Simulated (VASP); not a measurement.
Write the native input for VASP 6.6.1 that does the following.

```
Task                   : single point
Functional             : PBE
Potentials or basis    : VASP PAW PBE potentials, release 64 (Ga_d)
Cutoff                 : 520 eV
k mesh                 : 20 × 20 × 12
Occupations            : gaussian, width 0.1 eV
Spin                   : no spin polarisation
Dipole correction      : no
Further INCAR settings : ALGO = Fast; EDIFF = 1e-06; NBANDS = 20
```

The structure of Ga lies in POSCAR:

```
Ga
1.0
    1.7240118210     -2.1758746175     -0.0232724828
    1.7240118210      2.1758746175     -0.0232724828
   -1.5206291854      0.0000000000      4.9955269818
Ga
2
Direct
    0.8708889489      0.1291110511      0.7500000000
    0.1291110511      0.8708889489      0.2500000000
```

This cell differs from its parent crystal: volume scaled by 0.97, then relaxed in part.

The input as run:

INCAR

```
SYSTEM = Ga
PREC = Accurate
ENCUT = 520
EDIFF = 1E-6
ISMEAR = 0
SIGMA = 0.1
LREAL = .FALSE.
LASPH = .TRUE.
NELM = 80
ALGO = Fast
ISIF = 2
LWAVE = .FALSE.
LCHARG = .FALSE.
GGA = PE
NBANDS = 20
```

KPOINTS

```
Automatic mesh
0
G
  20 20 12
  0 0 0
```

Potentials or basis: VASP PAW PBE potentials, release 64 (Ga_d).

The run is started by

```console
$ cat potpaw_PBE.64/Ga_d/POTCAR > POTCAR
$ mpirun -np 1 vasp_std > vasp.out
```

Results of the run:

* Pressure: 1.7 GPa
* Band gap on the k mesh: zero (band 13 reaches 9.77 eV, above the bottom of band 14 at 3.37 eV)

It took 8.3 min on 1 thread of Intel(R) Xeon(R) Platinum 8488C (Sapphire Rapids), on a shared host, peak memory 0.77 GiB.
